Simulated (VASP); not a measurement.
A run of VASP 6.6.1 is set up as follows.

Contents of INCAR:

```
SYSTEM = Ga4As3N
  ALGO = Normal
  EDIFF = 1E-6
  ENCUT = 520
  GGA = PE
  ISIF = 2
  ISMEAR = 0
  LASPH = .True.
  LCHARG = .True.
  LELF = .True.
  LREAL = .False.
  LVHAR = .True.
  LWAVE = .False.
  NBANDS = 46
  NELM = 60
  PREC = Accurate
  SIGMA = 0.01
```

KPOINTS

```
k-points
0
Gamma
  6 6 6
  0 0 0
```

Contents of POSCAR:

```
Ga4As3N
1.0
   -2.6745149238      2.6745149238      5.2613033160
    2.6745149238     -2.6745149238      5.2613033160
    2.6745149238      2.6745149238     -5.2613033160
N Ga As
1 4 3
Direct
    0.0000000000      0.0000000000      0.0000000000
    0.6761051120      0.6761051120      0.5762356461
    0.9001305341      0.3238948880      0.0000000000
    0.0998694659      0.0998694659      0.4237643539
    0.3238948880      0.9001305341      0.0000000000
    0.2500000000      0.7500000000      0.5000000000
    0.5000000000      0.5000000000      0.0000000000
    0.7500000000      0.2500000000      0.5000000000
```

Potentials or basis: VASP PAW PBE potentials, release 64 (N, Ga_d, As).

The run is started by

```bash
$ cat potpaw_PBE.64/N/POTCAR potpaw_PBE.64/Ga_d/POTCAR potpaw_PBE.64/As/POTCAR > POTCAR
$ mpirun -np 1 vasp_std > vasp.out
```

Task: What does it give for the largest force?

Result: 0.022 eV/Å.

Task: Predict the band gap on the k mesh.

Result: 0.27 eV, direct.

Task: Estimate the pressure.

Result: 5.7 GPa.

Forces on the atoms (eV/Å):
```
N    0.000  0.000  0.000
Ga  -0.016 -0.016  0.000
Ga   0.016 -0.016  0.000
Ga   0.016  0.016  0.000
Ga  -0.016  0.016  0.000
As   0.000  0.000  0.000
As   0.000  0.000  0.000
As   0.000  0.000  0.000
```

 A k mesh can miss the band edges.
